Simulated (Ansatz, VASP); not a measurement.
## Zr2Br3Cl in VASP and in Ansatz

```
CELL_PARAMETERS angstrom
4.45037 0.00000 0.00000
-2.22519 3.85413 0.00000
0.00000 0.00000 10.40367
ATOMIC_POSITIONS crystal
Zr 0.33333 0.66667 0.00000
Zr 0.66667 0.33333 0.50000
Br 0.66667 0.33333 0.79950
Br 0.66667 0.33333 0.20050
Br 0.33333 0.66667 0.50000
Cl 0.00000 0.00000 0.00000
```

Alike in both runs: task relaxation of cell and atoms; functional PBE; k mesh 6 × 6 × 2; occupations gaussian, width 0.1 eV; no spin polarisation.

```csv
,VASP,Ansatz
version,VASP 6.6.1,Ansatz 0.2.0
potentials or method,"VASP PAW PBE potentials, release 64 (Zr_sv, Br, Cl), cutoff 600 eV","scalar-relativistic, plane waves, PAW"
valence electrons in the cell,52,52
```

```csv
,VASP,Ansatz,Ansatz less VASP
"gap on the k mesh at the Fermi level, each at its own relaxed structure (eV)",none,none,-
relaxed volume (Å³/atom),27.86,27.85,-0.016
relaxed cell length with the largest relative difference (Å),9.555,9.565,+0.0101
```

A gap of «none» marks a metal or a gap that the smearing closes.
